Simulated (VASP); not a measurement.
# GaN (P6_3mc) in VASP: further runs

The runs below take GaN through single point, with PBE.

All numbers are computed with VASP 6.6.1; they aren't measurements. Logs are shortened: lines on timing, memory, paths and dates and some standing lists are left out, and cuts for length are marked.

## 1. The cell of the first run

The structure is hexagonal, space group P6_3mc (No. 186). The conventional cell has a = 3.180 Å, b = 3.180 Å, c = 4.908 Å, α = 90.00°, β = 90.00°, γ = 120.00°. Within 2.4 Å of Ga (site symmetry 3m) lie 4 N at 1.84 to 1.94 Å. N (site symmetry 3m) has 4 Ga at 1.84 to 1.94 Å within 2.4 Å.

## 2. Single point, PBE (strain +0.000 along x and y, -0.050 along z)

The input, INCAR:

```
  PREC = Accurate
  ENCUT = 520
  EDIFF = 1E-6
  ISMEAR = 0
  SIGMA = 0.05
  LREAL = F
  LASPH = T
  NELM = 80
  ALGO = Normal
  ISIF = 2
  LWAVE = F
  LCHARG = F
  GGA = PE
  NBANDS = 26
```

The input, KPOINTS:

```
Automatic mesh
0
Gamma
  12 12 6
```

The input, POSCAR:

```
GaN
1.0
    3.1799996605      0.0000000000      0.0000000000
   -1.5899998303      2.7539604900      0.0000000000
    0.0000000000      0.0000000000      4.9077000000
Ga N
2 2
Direct
    0.3333333333      0.6666666667      0.0000000000
    0.6666666667      0.3333333333      0.5000000000
    0.3333333333      0.6666666667      0.3750000000
    0.6666666667      0.3333333333      0.8750000000
```

Potentials or basis: VASP PAW PBE potentials, release 64 (Ga_d, N).

The run is started by

```bash
$ cat potpaw_PBE.64/Ga_d/POTCAR potpaw_PBE.64/N/POTCAR > POTCAR
$ mpirun -np 1 vasp_std > vasp.out
```

OUTCAR:

```text
PREC = Accurate
   ENCUT = 520
   EDIFF = 1E-6
   ISMEAR = 0
   LREAL = F
   LASPH = T
   NELM = 80
   ISIF = 2
   GGA = PE

 ion  position               nearest neighbor table
   1  0.333  0.667  0.000-   3 1.84   4 1.94   4 1.94   4 1.94
   2  0.667  0.333  0.500-   4 1.84   3 1.94   3 1.94   3 1.94
   3  0.333  0.667  0.375-   1 1.84   2 1.94   2 1.94   2 1.94
   4  0.667  0.333  0.875-   2 1.84   1 1.94   1 1.94   1 1.94

  LATTYP: Found a hexagonal cell.
 ALAT       =     3.1799996605
 C/A-ratio  =     1.5433020516

  Lattice vectors:

 A1 = (   3.1799996605,   0.0000000000,   0.0000000000)
 A2 = (  -1.5899998303,   2.7539604900,   0.0000000000)
 A3 = (   0.0000000000,   0.0000000000,   4.9077000000)

Analysis of symmetry for initial positions (statically):
=====================================================================
 Subroutine PRICEL returns:
 Original cell was already a primitive cell.

 Routine SETGRP: Setting up the symmetry group for a
 hexagonal supercell.

 Subroutine GETGRP returns: Found 12 space group operations
 (whereof  6 operations were pure point group operations)
 out of a pool of 24 trial point group operations.

The static configuration has the point symmetry C_3v.
 The point group associated with its full space group is C_6v.

Analysis of symmetry for dynamics (positions and initial velocities):
=====================================================================
 Subroutine PRICEL returns:
 Original cell was already a primitive cell.

 Routine SETGRP: Setting up the symmetry group for a
 hexagonal supercell.

 Subroutine GETGRP returns: Found 12 space group operations
 (whereof  6 operations were pure point group operations)
 out of a pool of 24 trial point group operations.

The dynamic configuration has the point symmetry C_3v.
 The point group associated with its full space group is C_6v.

 Subroutine INISYM returns: Found 12 space group operations
 (whereof  6 operations are pure point group operations),
 and found     1 'primitive' translations

----------------------------------------------------------------------------------------

                                     Primitive cell

  volume of cell :      42.9796

  direct lattice vectors                    reciprocal lattice vectors
     3.179999661  0.000000000  0.000000000     0.314465442  0.181556708  0.000000000
    -1.589999830  2.753960490  0.000000000     0.000000000  0.363113416  0.000000000
[... 83 lines left out ...]
   ISPIN  =      1    spin polarized calculation?
   LNONCOLLINEAR =      F non collinear calculations
   LSORBIT =      F    spin-orbit coupling
   LASPH  =      T    aspherical Exc in radial PAW
   ENCUT  =  520.0 eV  38.22 Ry    6.18 a.u.   5.91  5.91  9.13*2*pi/ulx,y,z
   NELM   =     80;   NELMIN=  2; NELMDL= -5     # of ELM steps
   EDIFF  = 0.1E-05   stopping-criterion for ELM
   LREAL  =      F    real-space projection
   EDIFFG = 0.1E-04   stopping-criterion for IOM
   NSW    =      0    number of steps for IOM
   IBRION =     -1    ionic relax: 0-MD 1-quasi-New 2-CG
   NFREE  =      0    steps in history (QN), initial steepest desc. (CG)
   ISIF   =      2    stress and relaxation
   ISYM   =      2    0-nonsym 1-usesym 2-fastsym
   POTIM  = 0.5000    time-step for ionic-motion
   TEBEG  =    0.0;   TEEND  =   0.0 temperature during run
   PSTRESS=    0.0 pullay stress
   NELECT =      36.0000    total number of electrons
   NUPDOWN=      -1.0000    fix difference up-down
   EMIN   =  10.00;   EMAX   =-10.00  energy-range for DOS
   EFERMI =   0.00;   METHOD = LEGACY
   ISMEAR =     0;   SIGMA  =   0.05  broadening in eV -4-tet -1-fermi 0-gaus
   EFERMI_NEDOS =   21; number of points for ismear=-14 and -15
   IALGO  =     38    algorithm
   IMIX   =      4    mixing-type and parameters
     AMIX     =   0.40;   BMIX     =  1.00
     AMIX_MAG =   1.60;   BMIX_MAG =  1.00
  volume/ion in A,a.u.               =      10.74        72.51
  Fermi-wavevector in a.u.,A,eV,Ry     =   1.543197  2.916220 32.401694  2.381457
  Thomas-Fermi vector in A             =   2.648894
   LORBIT       =      0    0 simple, 1 ext, 2 COOP (PROOUT), +10 PAW based schemes
   GGA     = PE    functional components
   LHFCALC =     F    Hartree Fock is set to
   AEXX    =    0.0000 exact exchange contribution
   IVDW    =     0    specifies the selected vdW correction
   LEPSILON=     F    determine dielectric tensor
   LRPA    =     F    only Hartree local field effects (RPA)
 non-spin polarized calculation
 Gauss-broadening in eV      SIGMA  =   0.05
  energy-cutoff  :      520.00
  volume of cell :       42.98
 maximum number of plane-waves:      1172
 NGX is ok and might be reduce to    24
   NGX = 11   NGY = 11   NGZ = 19

 number of electron      35.9999986 magnetization

 Free energy of the ion-electron system (eV)
  ---------------------------------------------------
  ext. energy  EPLUGINS =         0.00000000
  ---------------------------------------------------
  free energy    TOTEN  =       -23.96296772 eV

  energy without entropy =      -23.96296772  energy(sigma->0) =      -23.96296772

 E-fermi :   6.2612     XC(G=0): -11.9952

 val. band max:        6.0419640640   @ k =   0.0000   0.0000   0.0000
 cond. band min:       8.3614174760   @ k =   0.0000   0.0000   0.0000
 fundamental gap:      2.3194534120
 Fermi energy:         6.2612059038

 k-point     1 :       0.0000    0.0000    0.0000
  band No.  band energies     occupation
      1     -10.5413      2.00000
      2      -9.3611      2.00000
      3      -7.4960      2.00000
      4      -7.4660      2.00000
      5      -7.4660      2.00000
      6      -7.3755      2.00000
[... 685 lines left out ...]
     25      17.8175      0.00000
     26      19.4357      0.00000

 [... further k-points ...]
[... 5 lines left out ...]
  --------------------------------------------------------------------------------------
  -------------------------------------------------------------------------------------
  Total        2.8741949      2.8741949     10.3989319     -0.0000000      0.0000000     -0.0000000
  in kB      107.1430499    107.1430499    387.6470908     -0.0000000      0.0000000     -0.0000000
  external PRESSURE =     200.6443969 kB  Pullay stress =       0.0000000 kB

 VOLUME and BASIS-vectors are now :
 -----------------------------------------------------------------------------
  energy-cutoff  :      520.00
  volume of cell :       42.98
      direct lattice vectors                 reciprocal lattice vectors
     3.179999661  0.000000000  0.000000000     0.314465442  0.181556708  0.000000000
    -1.589999830  2.753960490  0.000000000     0.000000000  0.363113416  0.000000000
     0.000000000  0.000000000  4.907700000     0.000000000  0.000000000  0.203761436

 POSITION                                       TOTAL-FORCE (eV/Angst)
 -----------------------------------------------------------------------------------
     -0.00000      1.83597      0.00000        -0.000000     -0.000000     -1.077024
      1.59000      0.91799      2.45385         0.000000      0.000000     -1.077024
     -0.00000      1.83597      1.84039        -0.000000      0.000000      1.077024
      1.59000      0.91799      4.29424        -0.000000     -0.000000      1.077024
 -----------------------------------------------------------------------------------
    total drift:                               -0.000001     -0.000001      0.000853

  FREE ENERGIE OF THE ION-ELECTRON SYSTEM (eV)
  ---------------------------------------------------
  free  energy   TOTEN  =       -23.9629677247 eV

  energy  without entropy=      -23.9629677247  energy(sigma->0) =      -23.96296772
```

OSZICAR:

```text
N       E                     dE             d eps       ncg     rms          rms(c)
DAV:   1     0.279674005149E+03    0.27967E+03   -0.17663E+04  4372   0.264E+03
DAV:   2     0.725221883397E+01   -0.27242E+03   -0.25673E+03  4328   0.492E+02
DAV:   3    -0.270793990420E+02   -0.34332E+02   -0.33872E+02  4578   0.142E+02
DAV:   4    -0.282217165260E+02   -0.11423E+01   -0.11374E+01  4718   0.279E+01
DAV:   5    -0.282457098456E+02   -0.23993E-01   -0.23955E-01  4790   0.394E+00    0.113E+01
DAV:   6    -0.238738516739E+02    0.43719E+01   -0.97798E+00  6540   0.521E+01    0.308E+00
DAV:   7    -0.239820857642E+02   -0.10823E+00   -0.16336E+00  4172   0.931E+00    0.280E+00
DAV:   8    -0.239759251232E+02    0.61606E-02   -0.13062E-01  6008   0.563E+00    0.689E-01
DAV:   9    -0.239623348071E+02    0.13590E-01   -0.50814E-02  6412   0.409E+00    0.289E-01
DAV:  10    -0.239630356138E+02   -0.70081E-03   -0.34937E-03  4402   0.521E-01    0.769E-02
DAV:  11    -0.239629588612E+02    0.76753E-04   -0.72215E-04  5908   0.492E-01    0.221E-02
DAV:  12    -0.239629649827E+02   -0.61216E-05   -0.78550E-05  4680   0.947E-02    0.662E-03
DAV:  13    -0.239629676970E+02   -0.27143E-05   -0.12500E-05  5102   0.258E-02    0.316E-03
DAV:  14    -0.239629677247E+02   -0.27660E-07   -0.73306E-07  2680   0.752E-03
   1 F= -.23962968E+02 E0= -.23962968E+02  d E =-.145811E-12
```

Run time: 73 s. Hardware: 1 thread of Intel Xeon Platinum 8488C (Sapphire Rapids), shared host; peak memory 0.2 GiB.

What came out:

- Free energy: -23.9630 eV
- Pressure: 20.1 GPa
- Largest force: 1.077 eV/Å
- Band gap on the k mesh: 2.32 eV, direct

Forces in eV/Å, atoms in the order of the input:
```
Ga   0.000  0.000 -1.077
Ga   0.000  0.000 -1.077
N    0.000  0.000  1.077
N    0.000  0.000  1.077
```

Levels at points of the mesh, in eV from the valence-band top:
| k point | band 15 | band 16 | band 17 | band 18 | band 19 | band 20 | band 21 | band 22 |
| --- | --- | --- | --- | --- | --- | --- | --- | --- |
| (0.00, 0.00, 0.00) | -1.42 | -0.09 | -0.09 | 0.00 | 2.32 | 4.10 | 9.73 | 9.73 |
| (0.50, 0.00, 0.00) | -4.59 | -3.22 | -2.48 | -1.01 | 4.83 | 5.92 | 6.51 | 9.10 |
| (0.00, 0.00, 0.50) | -0.77 | -0.77 | -0.77 | -0.77 | 4.39 | 4.39 | 9.11 | 9.11 |
| (0.50, 0.00, 0.50) | -2.21 | -2.21 | -1.87 | -1.87 | 4.64 | 4.64 | 8.29 | 8.29 |

Caveat: the cell differs from its parent crystal (strain +0.000 along x and y, -0.050 along z); forces of over 1 eV/Å act on the atoms, so gaps and moduli don't describe the material at rest.

## 3. Single point, PBE (strain -0.025 along x and y, +0.000 along z)

The input, INCAR:

```
SYSTEM = GaN
PREC = Accurate
ENCUT = 520
EDIFF = 1E-6
ISMEAR = 0
SIGMA = 0.05
LREAL = .False.
LASPH = .True.
NELM = 80
ALGO = Normal
ISIF = 2
LWAVE = .False.
LCHARG = .True.
GGA = PE
LELF = .True.
LVHAR = .True.
NBANDS = 26
```

The input, KPOINTS:

```
Automatic mesh
0
Gamma
  12 12 6
  0 0 0
```

The input, POSCAR:

```
GaN
1.0
    3.1004996690      0.0000000000      0.0000000000
   -1.5502498345      2.6851114777      0.0000000000
    0.0000000000      0.0000000000      5.1660000000
Ga N
2 2
Direct
    0.3333333333      0.6666666667      0.0000000000
    0.6666666667      0.3333333333      0.5000000000
    0.3333333333      0.6666666667      0.3750000000
    0.6666666667      0.3333333333      0.8750000000
```

Potentials or basis: VASP PAW PBE potentials, release 64 (Ga_d, N).

The run is started by

```bash
$ cat potpaw_PBE.64/Ga_d/POTCAR potpaw_PBE.64/N/POTCAR > POTCAR
$ mpirun -np 1 vasp_std > vasp.out
```

It took 70 s on 1 thread of Intel Xeon Platinum 8488C (Sapphire Rapids), shared host; peak memory 0.2 GiB.

It converged, with:

| Property | Result |
| --- | --- |
| Free energy | -24.0912 eV |
| Pressure | 18.8 GPa |
| Largest force | 0.203 eV/Å |
| Band gap on the k mesh | 2.23 eV, direct |

Forces on the atoms (eV/Å):
```
Ga   0.000  0.000  0.203
Ga   0.000  0.000  0.203
N    0.000  0.000 -0.203
N    0.000  0.000 -0.203
```

Stress tensor (GPa, compression positive):
```
21.83  0.00  0.00
 0.00 21.83  0.00
 0.00  0.00 12.80
```

Levels at points of the mesh, in eV from the valence-band top:
| k point | band 16 | band 17 | band 18 | band 19 | band 20 | band 21 |
| --- | --- | --- | --- | --- | --- | --- |
| (0.00, 0.00, 0.00) | -0.16 | 0.00 | 0.00 | 2.23 | 4.86 | 9.33 |
| (0.50, 0.00, 0.00) | -2.89 | -2.43 | -1.12 | 5.36 | 5.79 | 6.08 |
| (0.00, 0.00, 0.50) | -0.53 | -0.53 | -0.53 | 4.68 | 4.68 | 8.65 |
| (0.50, 0.00, 0.50) | -2.16 | -2.07 | -2.07 | 4.49 | 4.49 | 8.08 |

Caveat: the cell differs from its parent crystal (strain -0.025 along x and y, +0.000 along z).

## 4. Single point, PBE (strain +0.000 along x and y, -0.025 along z)

The input, INCAR:

```
  ALGO = Normal
  EDIFF = 1E-6
  ENCUT = 520
  GGA = PE
  ISIF = 2
  ISMEAR = 0
  LASPH = T
  LCHARG = F
  LREAL = F
  LWAVE = F
  NBANDS = 26
  NELM = 60
  PREC = Accurate
  SIGMA = 0.05
```

The input, KPOINTS:

```
k-points
0
Gamma
  12 12 6
```

The input, POSCAR:

```
GaN
1.0
    3.1799996605      0.0000000000      0.0000000000
   -1.5899998303      2.7539604900      0.0000000000
    0.0000000000      0.0000000000      5.0368500000
Ga N
2 2
Direct
    0.3333333333      0.6666666667      0.0000000000
    0.6666666667      0.3333333333      0.5000000000
    0.3333333333      0.6666666667      0.3750000000
    0.6666666667      0.3333333333      0.8750000000
```

The run is started by

```bash
$ cat potpaw_PBE.64/Ga_d/POTCAR potpaw_PBE.64/N/POTCAR > POTCAR
$ mpirun -np 1 vasp_std > vasp.out
```

Run time: 74 s. Hardware: 1 thread of Intel Xeon Platinum 8488C (Sapphire Rapids), shared host; peak memory 0.2 GiB.

Results (log left out):

* Free energy: -24.1768 eV
* Pressure: 13.1 GPa
* Largest force: 0.513 eV/Å
* Band gap on the k mesh: 2.18 eV, direct

Forces on the atoms (eV/Å):
```
Ga   0.000  0.000 -0.513
Ga   0.000  0.000 -0.513
N    0.000  0.000  0.513
N    0.000  0.000  0.513
```

Stress tensor (GPa, compression positive):
```
 8.51  0.00  0.00
 0.00  8.51  0.00
 0.00  0.00 22.23
```

Levels at points of the mesh, in eV from the valence-band top:
```
           k point  band 14  band 15  band 16  band 17  band 18  band 19  band 20  band 21  band 22  band 23
(0.00, 0.00, 0.00)    -1.21    -1.21    -0.02    -0.02     0.00     2.18     4.23     9.61     9.86     9.86
(0.50, 0.00, 0.00)    -5.26    -4.41    -2.97    -2.34    -0.97     4.99     5.79     6.32     8.93    10.46
(0.00, 0.00, 0.50)    -3.78    -0.63    -0.63    -0.63    -0.63     4.38     4.38     8.84     8.84    10.38
(0.50, 0.00, 0.50)    -6.77    -2.06    -2.06    -1.88    -1.88     4.57     4.57     8.08     8.08    10.24
```

Caveat: the cell differs from its parent crystal (strain +0.000 along x and y, -0.025 along z).

## 5. Single point, PBE (strain -0.025 along x and y, +0.025 along z)

The input, INCAR:

```
SYSTEM = GaN
ALGO     = Normal         ! electronic algorithm
EDIFF    = 1E-6           ! SCF threshold, eV
ENCUT    = 520            ! plane-wave cutoff, eV
GGA      = PE             ! functional
ISIF     = 2              ! what is computed and relaxed
ISMEAR   = 0              ! smearing method
LASPH    = .True.         ! aspherical terms in the spheres
LCHARG   = .False.        ! write CHGCAR
LREAL    = .False.        ! projectors in reciprocal space
LWAVE    = .False.        ! write WAVECAR
NBANDS   = 26             ! bands
NELM     = 60             ! most SCF steps
PREC     = Accurate       ! precision mode
SIGMA    = 0.05           ! smearing width, eV
```

The input, KPOINTS:

```
k-points
0
Gamma
  12 12 6
  0 0 0
```

The input, POSCAR:

```
GaN
1.0
    3.1004996690      0.0000000000      0.0000000000
   -1.5502498345      2.6851114777      0.0000000000
    0.0000000000      0.0000000000      5.2951500000
Ga N
2 2
Direct
    0.3333333333      0.6666666667      0.0000000000
    0.6666666667      0.3333333333      0.5000000000
    0.3333333333      0.6666666667      0.3750000000
    0.6666666667      0.3333333333      0.8750000000
```

The run is started by

```bash
$ cat potpaw_PBE.64/Ga_d/POTCAR potpaw_PBE.64/N/POTCAR > POTCAR
$ mpirun -np 1 vasp_std > vasp.out
```

Wall time 88 s (1 thread of Intel Xeon Platinum 8488C (Sapphire Rapids), shared host); peak memory 0.2 GiB.

The run converged. Its results:

| Quantity | Value |
| --- | --- |
| Free energy | -24.1368 eV |
| Pressure | 13.4 GPa |
| Largest force | 0.411 eV/Å |
| Band gap on the k mesh | 1.95 eV, direct |

Forces on the atoms (eV/Å):
```
Ga   0.000  0.000  0.411
Ga   0.000  0.000  0.411
N    0.000  0.000 -0.411
N    0.000  0.000 -0.411
```

Stress tensor (GPa, compression positive):
```
19.55  0.00  0.00
 0.00 19.55  0.00
 0.00  0.00  1.03
```

Levels at points of the mesh, in eV from the valence-band top:
| k point | band 16 | band 17 | band 18 | band 19 | band 20 | band 21 |
| --- | --- | --- | --- | --- | --- | --- |
| (0.00, 0.00, 0.00) | -0.27 | 0.00 | 0.00 | 1.95 | 4.89 | 8.97 |
| (0.50, 0.00, 0.00) | -2.73 | -2.37 | -1.14 | 5.41 | 5.60 | 5.79 |
| (0.00, 0.00, 0.50) | -0.47 | -0.47 | -0.47 | 4.56 | 4.56 | 8.37 |
| (0.50, 0.00, 0.50) | -2.21 | -2.00 | -2.00 | 4.31 | 4.31 | 7.86 |

Caveat: the cell differs from its parent crystal (strain -0.025 along x and y, +0.025 along z).

## 6. Summary

| cell | gap on the mesh (eV) | pressure (GPa) | largest force (eV/Å) |
| --- | --- | --- | --- |
| a = 3.180, b = 3.180, c = 4.908 Å, angles 90.0, 90.0, 120.0°, 4 atoms | 2.32 | 20.1 | 1.08 |
| a = 3.100, b = 3.100, c = 5.166 Å, angles 90.0, 90.0, 120.0°, 4 atoms | 2.23 | 18.8 | 0.20 |
| a = 3.180, b = 3.180, c = 5.037 Å, angles 90.0, 90.0, 120.0°, 4 atoms | 2.18 | 13.1 | 0.51 |
| a = 3.100, b = 3.100, c = 5.295 Å, angles 90.0, 90.0, 120.0°, 4 atoms | 1.95 | 13.4 | 0.41 |

Alike in all rows: task single point; level PBE; potentials or basis VASP PAW PBE potentials, release 64 (Ga_d, N); no spin polarisation; k mesh 12 × 12 × 6; cutoff (eV) 520; smearing gaussian 0.05 eV.

Caveats: forces of over 1 eV/Å act on the atoms, so gaps and moduli don't describe the material at rest (some runs).

Total energies depend on the potentials used, so only differences within one code and one set of settings carry meaning.
